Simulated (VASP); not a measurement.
A run of VASP 6.6.1 is set up as follows.

INCAR

```
SYSTEM = BeS5
ALGO = Normal
EDIFF = 1E-6
EDIFFG = -0.04
ENCUT = 600
GGA = PE
IBRION = 2
ISIF = 3
ISMEAR = 0
LASPH = .True.
LCHARG = .False.
LREAL = .False.
LWAVE = .False.
NELM = 60
NSW = 90
PREC = Accurate
SIGMA = 0.1
```

The input KPOINTS:

```
k-points
0
Gamma
  4 4 6
  0 0 0
```

Contents of POSCAR:

```
BeS5
1.0
    6.4451613151      0.0000000000      0.0000000000
    0.0000000000      6.4451613151      0.0000000000
    0.0000000000      0.0000000000      3.3221884696
Be S
1 5
Direct
    0.0000000000      0.0000000000      0.5000000000
    0.8489571554      0.5000000000      0.0000000000
    0.1510428446      0.5000000000      0.0000000000
    0.5000000000      0.1510428446      0.0000000000
    0.5000000000      0.8489571554      0.0000000000
    0.5000000000      0.5000000000      0.5000000000
```

Potentials or basis: VASP PAW PBE potentials, release 64 (Be, S).

Command:

```sh
$ cat potpaw_PBE.64/Be/POTCAR potpaw_PBE.64/S/POTCAR > POTCAR
$ mpirun -np 1 vasp_std > vasp.out
```

Question: What does it give for the relaxed cell?

Answer: a = 6.450 Å, b = 6.450 Å, c = 3.235 Å, α = 90.00°, β = 90.00°, γ = 90.00°.

Question: Estimate the band gap on the k mesh.

Answer: Zero (bands 16 and 17 overlap by 1.06 eV).

Question: Predict the space group after relaxing (to 0.1 Å).

Answer: P4/mmm (No. 123).

Question: Predict the relaxed volume.

Answer: 22.43 Å³/atom.

Final structure:
```xyz
6
Lattice="6.4502 0.0000 0.0000 0.0000 6.4502 0.0000 0.0000 0.0000 3.2349" Properties=species:S:1:pos:R:3 pbc="T T T"
Be    0.0000    0.0000    1.6175
S     5.4762    3.2251    0.0000
S     0.9740    3.2251    0.0000
S     3.2251    0.9740    3.2349
S     3.2251    5.4762    0.0000
S     3.2251    3.2251    1.6175
```
